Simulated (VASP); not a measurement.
Wanted: the native input for a VASP 6.6.1 run.

```yaml
Task: single point
Functional: PBEsol
Potentials_or_basis: VASP PAW PBE potentials, release 64 (Ga_d, N)
Cutoff: 600 eV
k_mesh: 6 × 6 × 6
Occupations: gaussian, width 0.02 eV
Spin: no spin polarisation
Dipole_correction: no
Further_INCAR_settings: ALGO = Normal; EDIFF = 1e-06; NBANDS = 16
```

The structure of GaN lies in POSCAR:

```
GaN
1.0
    0.0000000000      2.2491150736      2.2491150736
    2.2491150736      0.0000000000      2.2491150736
    2.2491150736      2.2491150736      0.0000000000
Ga N
1 1
Direct
    0.0000000000      0.0000000000      0.0000000000
    0.2500000000      0.2500000000      0.2500000000
```

One way to write it, as run:

INCAR

```
SYSTEM = GaN
PREC = Accurate
ENCUT = 600
EDIFF = 1E-6
ISMEAR = 0
SIGMA = 0.02
LREAL = .FALSE.
LASPH = .TRUE.
NELM = 120
ALGO = Normal
ISIF = 2
LWAVE = .FALSE.
LCHARG = .FALSE.
GGA = PS
NBANDS = 16
GGA_COMPAT = .FALSE.
```

KPOINTS

```
Automatic mesh
0
G
  6 6 6
  0 0 0
```

Potentials or basis: VASP PAW PBE potentials, release 64 (Ga_d, N).

Launch:

```sh
$ cat potpaw_PBE.64/Ga_d/POTCAR potpaw_PBE.64/N/POTCAR > POTCAR
$ mpirun -np 1 vasp_std > vasp.out
```

Results of the run:

```
Pressure               : -0.4 GPa
Band gap on the k mesh : 1.72 eV, direct
```

Caveat: the PAW data sets were made with another functional, which shifts forces and pressure a little.

Wall time 11 s on 1 thread of Intel(R) Xeon(R) Platinum 8488C (Sapphire Rapids), on a shared host, peak memory 0.16 GiB.
